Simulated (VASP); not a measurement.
Here is a VASP 6.6.1 calculation.

Contents of INCAR:

```
SYSTEM = SrTl3
PREC = Accurate
ENCUT = 520
EDIFF = 1E-6
ISMEAR = 0
SIGMA = 0.1
LREAL = .FALSE.
LASPH = .TRUE.
NELM = 100
ALGO = Normal
ISIF = 2
LWAVE = .FALSE.
LCHARG = .FALSE.
NBANDS = 32
```

KPOINTS

```
regular mesh
0
G
  8 8 8
  0 0 0
```

Contents of POSCAR:

```
SrTl3
1.0
    4.7954291409      0.0000000000      0.0000000000
    0.0000000000      4.7954291409      0.0000000000
    0.0000000000      0.0000000000      4.7954291409
Sr Tl
1 3
Direct
    0.0000000000      0.0000000000      0.0000000000
    0.0000000000      0.5000000000      0.5000000000
    0.5000000000      0.0000000000      0.5000000000
    0.5000000000      0.5000000000      0.0000000000
```

Potentials or basis: VASP PAW LDA potentials, release 64 (Sr_sv, Tl_d).

The run is started by

```console
$ cat potpaw_LDA.64/Sr_sv/POTCAR potpaw_LDA.64/Tl_d/POTCAR > POTCAR
$ mpirun -np 1 vasp_std > vasp.out
```

(1) Predict the pressure.

Results:

(1) 0.1 GPa.
